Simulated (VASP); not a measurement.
# NaF (Fm-3m) in VASP: notebook

NaF is run at these levels: LDA; tasks: electric field gradients.

Everything below comes from runs of VASP 6.6.1. Logs are shortened: lines on timing, memory, paths and dates and some standing lists are left out, and cuts for length are marked.

### Step 1. The cell of the first run

The structure is cubic, space group Fm-3m (No. 225). Conventional cell: a = 4.510 Å, b = 4.510 Å, c = 4.510 Å, α = 90.00°, β = 90.00°, γ = 90.00°. Within 3.0 Å of Na (site symmetry m-3m) lie 6 F at 2.26 Å. Within 3.0 Å of F (site symmetry m-3m) lie 6 Na at 2.26 Å.

### Step 2. Electric field gradients, LDA (volume scaled by 0.96)

Contents of INCAR:

```
ALGO = Normal
EDIFF = 1E-8
ENCUT = 520
GGA = CA
ISIF = 2
ISMEAR = -1
LASPH = T
LCHARG = F
LEFG = T
LREAL = F
LWAVE = F
NBANDS = 14
NELM = 80
PREC = Accurate
SIGMA = 0.03
```

Contents of KPOINTS:

```
k-points
0
Gamma
  10 10 10
```

Contents of POSCAR:

```
NaF
1.0
    0.0000000000      2.2550000806      2.2550000806
    2.2550000806      0.0000000000      2.2550000806
    2.2550000806      2.2550000806      0.0000000000
Na F
1 1
Direct
    0.0000000000      0.0000000000      0.0000000000
    0.5000000000      0.5000000000      0.5000000000
```

Potentials or basis: VASP PAW LDA potentials, release 64 (Na_pv, F).

Command:

```
> cat potpaw_LDA.64/Na_pv/POTCAR potpaw_LDA.64/F/POTCAR > POTCAR
> mpirun -np 1 vasp_std > vasp.out
```

OUTCAR:

```text
EDIFF = 1E-8
   ENCUT = 520
   GGA = CA
   ISIF = 2
   ISMEAR = -1
   LASPH = T
   LREAL = F
   NELM = 80
   PREC = Accurate

 ion  position               nearest neighbor table
   1  0.000  0.000  0.000-   2 2.26   2 2.26   2 2.26   2 2.26   2 2.26   2 2.26
   2  0.500  0.500  0.500-   1 2.26   1 2.26   1 2.26   1 2.26   1 2.26   1 2.26

  LATTYP: Found a face centered cubic cell.
 ALAT       =     4.5100001612

  Lattice vectors:

 A1 = (   0.0000000000,   2.2550000806,   2.2550000806)
 A2 = (   2.2550000806,   0.0000000000,   2.2550000806)
 A3 = (   2.2550000806,   2.2550000806,   0.0000000000)

Analysis of symmetry for initial positions (statically):
=====================================================================
 Subroutine PRICEL returns:
 Original cell was already a primitive cell.

 Routine SETGRP: Setting up the symmetry group for a
 face centered cubic supercell.

 Subroutine GETGRP returns: Found 48 space group operations
 (whereof 48 operations were pure point group operations)
 out of a pool of 48 trial point group operations.

The static configuration has the point symmetry O_h .

Analysis of symmetry for dynamics (positions and initial velocities):
=====================================================================
 Subroutine PRICEL returns:
 Original cell was already a primitive cell.

 Routine SETGRP: Setting up the symmetry group for a
 face centered cubic supercell.

 Subroutine GETGRP returns: Found 48 space group operations
 (whereof 48 operations were pure point group operations)
 out of a pool of 48 trial point group operations.

The dynamic configuration has the point symmetry O_h .

 Subroutine INISYM returns: Found 48 space group operations
 (whereof 48 operations are pure point group operations),
 and found     1 'primitive' translations

----------------------------------------------------------------------------------------

                                     Primitive cell

  volume of cell :      22.9335

  direct lattice vectors                    reciprocal lattice vectors
     0.000000000  2.255000081  2.255000081    -0.221729482  0.221729482  0.221729482
     2.255000081  0.000000000  2.255000081     0.221729482 -0.221729482  0.221729482
     2.255000081  2.255000081  0.000000000     0.221729482  0.221729482 -0.221729482

  length of vectors
     3.189051697  3.189051697  3.189051697     0.384046729  0.384046729  0.384046729

  position of ions in fractional coordinates (direct lattice)
     0.000000000  0.000000000  0.000000000
     0.500000000  0.500000000  0.500000000

  ion indices of the primitive-cell ions
   primitive index   ion index
                 1           1
                 2           2

----------------------------------------------------------------------------------------

 KPOINTS: k-points

Automatic generation of k-mesh.
 Grid dimensions read from file:
 generate k-points for:   10   10   10

 Generating k-lattice:

  Cartesian coordinates                     Fractional coordinates (reciprocal lattice)
    -0.022172948  0.022172948  0.022172948     0.100000000  0.000000000  0.000000000
     0.022172948 -0.022172948  0.022172948     0.000000000  0.100000000  0.000000000
     0.022172948  0.022172948 -0.022172948     0.000000000  0.000000000  0.100000000

  Length of vectors
     0.038404673  0.038404673  0.038404673

  Shift w.r.t. Gamma in fractional coordinates (k-lattice)
     0.000000000  0.000000000  0.000000000

 Subroutine IBZKPT returns following result:
 ===========================================

 Found     47 irreducible k-points:

 Following reciprocal coordinates:
            Coordinates               Weight
  0.000000  0.000000  0.000000      1.000000
  0.100000  0.000000  0.000000      8.000000
  0.200000  0.000000  0.000000      8.000000
  0.300000  0.000000  0.000000      8.000000
  0.400000  0.000000  0.000000      8.000000
  0.500000  0.000000  0.000000      4.000000
[... 16 lines left out ...]
  0.300000  0.300000  0.000000      6.000000
  0.400000  0.300000  0.000000     24.000000
 [... further k-points ...]
   k-points           NKPTS =     47   k-points in BZ     NKDIM =     47   number of bands    NBANDS=     14
   number of dos      NEDOS =    301   number of ions     NIONS =      2
   total plane-waves  NPLWV =  13824
   dimension x,y,z NGX =    24 NGY =   24 NGZ =   24
   dimension x,y,z NGXF=    48 NGYF=   48 NGZF=   48
   ions per type =               1   1
   NGX,Y,Z   is equivalent  to a cutoff of  12.51, 12.51, 12.51 a.u.
   NGXF,Y,Z  is equivalent  to a cutoff of  25.02, 25.02, 25.02 a.u.
 SYSTEM =  unknown system
   PREC   = accura    normal or accurate (medium, high low for compatibility)
   ISTART =      0    job   : 0-new  1-cont  2-samecut
   ICHARG =      2    charge: 1-file 2-atom 10-const
   ISPIN  =      1    spin polarized calculation?
   LNONCOLLINEAR =      F non collinear calculations
   LSORBIT =      F    spin-orbit coupling
   LASPH  =      T    aspherical Exc in radial PAW
   ENCUT  =  520.0 eV  38.22 Ry    6.18 a.u.   5.93  5.93  5.93*2*pi/ulx,y,z
   NELM   =     80;   NELMIN=  2; NELMDL= -5     # of ELM steps
   EDIFF  = 0.1E-07   stopping-criterion for ELM
   LREAL  =      F    real-space projection
   EDIFFG = 0.1E-06   stopping-criterion for IOM
   NSW    =      0    number of steps for IOM
   IBRION =     -1    ionic relax: 0-MD 1-quasi-New 2-CG
   NFREE  =      0    steps in history (QN), initial steepest desc. (CG)
   ISIF   =      2    stress and relaxation
   ISYM   =      2    0-nonsym 1-usesym 2-fastsym
   POTIM  = 0.5000    time-step for ionic-motion
   TEBEG  =    0.0;   TEEND  =   0.0 temperature during run
   PSTRESS=    0.0 pullay stress
   NELECT =      14.0000    total number of electrons
   NUPDOWN=      -1.0000    fix difference up-down
   EMIN   =  10.00;   EMAX   =-10.00  energy-range for DOS
   EFERMI =   0.00;   METHOD = LEGACY
   ISMEAR =    -1;   SIGMA  =   0.03  broadening in eV -4-tet -1-fermi 0-gaus
   EFERMI_NEDOS =   21; number of points for ismear=-14 and -15
   IALGO  =     38    algorithm
   IMIX   =      4    mixing-type and parameters
     AMIX     =   0.40;   BMIX     =  1.00
     AMIX_MAG =   1.60;   BMIX_MAG =  1.00
  volume/ion in A,a.u.               =      11.47        77.38
  Fermi-wavevector in a.u.,A,eV,Ry     =   1.388761  2.624378 26.240986  1.928658
  Thomas-Fermi vector in A             =   2.512857
   LORBIT       =      0    0 simple, 1 ext, 2 COOP (PROOUT), +10 PAW based schemes
   GGA     = CA    functional components
   LHFCALC =     F    Hartree Fock is set to
   AEXX    =    0.0000 exact exchange contribution
   IVDW    =     0    specifies the selected vdW correction
   LEPSILON=     F    determine dielectric tensor
   LRPA    =     F    only Hartree local field effects (RPA)
 non-spin polarized calculation
  energy-cutoff  :      520.00
  volume of cell :       22.93
 maximum number of plane-waves:       636
   NGX = 11   NGY = 11   NGZ = 11

 number of electron      14.0000020 magnetization

 Free energy of the ion-electron system (eV)
  ---------------------------------------------------
  ext. energy  EPLUGINS =         0.00000000
  ---------------------------------------------------
  free energy    TOTEN  =        -9.33266908 eV

  energy without entropy =       -9.33266908  energy(sigma->0) =       -9.33266908

 E-fermi :  -1.3974     XC(G=0): -10.3590

 val. band max:       -2.1355776422   @ k =   0.0000   0.0000   0.0000
 cond. band min:       4.2716577330   @ k =   0.0000   0.0000   0.0000
 fundamental gap:      6.4072353752
 Fermi energy:        -1.3974062241

 k-point     1 :       0.0000    0.0000    0.0000
  band No.  band energies     occupation
      1     -21.0485      2.00000
      2     -20.6694      2.00000
      3     -20.6694      2.00000
      4     -20.6694      2.00000
      5      -2.1356      2.00000
      6      -2.1356      2.00000
      7      -2.1356      2.00000
      8       4.2717      0.00000
      9      16.9601      0.00000
     10      16.9601      0.00000
     11      16.9601      0.00000
     12      19.9462      0.00000
     13      22.2685      0.00000
     14      22.2685      0.00000

 k-point     2 :       0.1000    0.0000    0.0000
  band No.  band energies     occupation
      1     -21.2080      2.00000
      2     -20.6709      2.00000
      3     -20.6709      2.00000
      4     -20.4921      2.00000
      5      -2.3671      2.00000
      6      -2.1662      2.00000
      7      -2.1662      2.00000
      8       4.6566      0.00000
      9      15.6397      0.00000
     10      17.1392      0.00000
     11      17.1392      0.00000
     12      21.5017      0.00000
     13      21.9059      0.00000
     14      21.9059      0.00000

 k-point     3 :       0.2000    0.0000    0.0000
  band No.  band energies     occupation
      1     -21.4357      2.00000
      2     -20.6749      2.00000
      3     -20.6749      2.00000
      4     -20.2167      2.00000
      5      -2.8960      2.00000
      6      -2.2456      2.00000
      7      -2.2456      2.00000
      8       5.6305      0.00000
      9      13.8643      0.00000
     10      17.6000      0.00000
     11      17.6000      0.00000
     12      21.3163      0.00000
     13      21.3163      0.00000
     14      22.9786      0.00000
[... 324 lines left out ...]
 k-point    23 :       0.3000    0.3000    0.0000
  band No.  band energies     occupation
      1     -21.3610      2.00000
      2     -20.7179      2.00000
      3     -20.7179      2.00000
      4     -20.2168      2.00000
      5      -3.3743      2.00000
      6      -2.4504      2.00000
      7      -2.4504      2.00000
      8       7.6967      0.00000
      9      12.1099      0.00000
     10      16.1895      0.00000
     11      17.8560      0.00000
     12      17.8560      0.00000
     13      24.5698      0.00000
     14      24.6560      0.00000

 k-point    24 :       0.4000    0.3000    0.0000
  band No.  band energies     occupation
      1     -21.3266      2.00000
      2     -20.7367      2.00000
      3     -20.7253      2.00000
      4     -20.2304      2.00000
      5      -3.4965      2.00000
      6      -2.5767      2.00000
      7      -2.5107      2.00000
      8       8.7223      0.00000
      9      11.5810      0.00000
     10      15.0384      0.00000
     11      17.9980      0.00000
     12      18.0426      0.00000
     13      24.2873      0.00000
     14      25.0846      0.00000

 [... further k-points ...]

------------------------ aborting loop because EDIFF is reached ----------------------------------------

  FORCE on cell =-STRESS in cart. coord.  units (eV):
  Direction    XX          YY          ZZ          XY          YZ          ZX
  --------------------------------------------------------------------------------------
  -------------------------------------------------------------------------------------
  Total       -0.0439763     -0.0439763     -0.0439763     -0.0000000      0.0000000      0.0000000
  in kB       -3.0722710     -3.0722710     -3.0722710     -0.0000000      0.0000000      0.0000000
  external PRESSURE =      -3.0722710 kB  Pullay stress =       0.0000000 kB

 VOLUME and BASIS-vectors are now :
 -----------------------------------------------------------------------------
  energy-cutoff  :      520.00
  volume of cell :       22.93
      direct lattice vectors                 reciprocal lattice vectors
     0.000000000  2.255000081  2.255000081    -0.221729482  0.221729482  0.221729482
     2.255000081  0.000000000  2.255000081     0.221729482 -0.221729482  0.221729482
     2.255000081  2.255000081  0.000000000     0.221729482  0.221729482 -0.221729482

 POSITION                                       TOTAL-FORCE (eV/Angst)
 -----------------------------------------------------------------------------------
      0.00000      0.00000      0.00000         0.000000     -0.000000      0.000000
      2.25500      2.25500      2.25500        -0.000000      0.000000     -0.000000
 -----------------------------------------------------------------------------------
    total drift:                                0.000000     -0.000000      0.000000

  FREE ENERGIE OF THE ION-ELECTRON SYSTEM (eV)
  ---------------------------------------------------
  free  energy   TOTEN  =        -9.3326690785 eV

  energy  without entropy=       -9.3326690785  energy(sigma->0) =       -9.33266908

 Electric field gradients (V/A^2)
---------------------------------------------------------------------
 ion       V_xx      V_yy      V_zz      V_xy      V_xz      V_yz
---------------------------------------------------------------------
   1      -0.000     0.000    -0.000     0.002     0.002     0.002
   2       0.000    -0.000    -0.000     0.004     0.004     0.004
---------------------------------------------------------------------

 Electric field gradients after diagonalization (V/A^2)
 (convention: |V_zz| > |V_xx| > |V_yy|)
----------------------------------------------------------------------
 ion       V_xx      V_yy      V_zz     asymmetry (V_yy - V_xx)/ V_zz
----------------------------------------------------------------------
   1      -0.002    -0.002     0.003       0.000
   2      -0.004    -0.004     0.009       0.000
----------------------------------------------------------------------

           NMR quadrupolar parameters

 Cq : quadrupolar parameter    Cq=e*Q*V_zz/h
 eta: asymmetry parameters     (V_yy - V_xx)/ V_zz
 Q  : nuclear electric quadrupole moment in mb (millibarn)
----------------------------------------------------------------------
 ion       Cq(MHz)       eta       Q (mb)
----------------------------------------------------------------------
   1       0.000       0.000       1.000
   2       0.000       0.000       1.000
----------------------------------------------------------------------
```

Run time: 5.4 s. Hardware: 1 thread of Intel Xeon Platinum 8488C (Sapphire Rapids), shared host; peak memory 0.12 GiB.

What came out:

```
Free energy            : -9.3327 eV
Pressure               : -0.3 GPa
Band gap on the k mesh : 6.41 eV, direct
```

Caveat: without QUAD_EFG the Cq values of the log hold for a quadrupole moment of 1 mb, not for the nuclei.

(Part 1 of 3 ends here.)
